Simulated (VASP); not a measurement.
The system is Re.

```
Re
1.0
     2.56470    0.00000    0.00000
     0.00000    2.56470    0.00000
     0.00000    0.00000    2.56470
Re
1
Cartesian
  0.0000 0.0000 0.0000
```

This isn't the form of Re at room conditions, which is hcp.

Base run:

| Quantity | Value |
| --- | --- |
| Program | VASP 6.6.1 |
| Functional | r2SCAN |
| Potentials or basis | VASP PAW PBE potentials, release 64 (Re) |
| Cutoff | 660 eV |
| k mesh | 14 × 14 × 14 |
| Occupations | fermi-dirac, width 0.1 eV |
| Spin | no spin polarisation |

Its results: band gap on the k mesh zero (an odd number of electrons rules out a gap without spin polarisation); pressure -1.4 GPa.

Task: The run is repeated on the same cell with these changes: k mesh from 14 × 14 × 14 to 20 × 20 × 20. What comes out?

Result: Band gap on the k mesh zero (an odd number of electrons rules out a gap without spin polarisation); pressure -0.9 GPa.

Caveats: the PAW data sets were made with another functional, which shifts forces and pressure a little; spin-orbit coupling is left out, which moves the levels of the heavy elements.
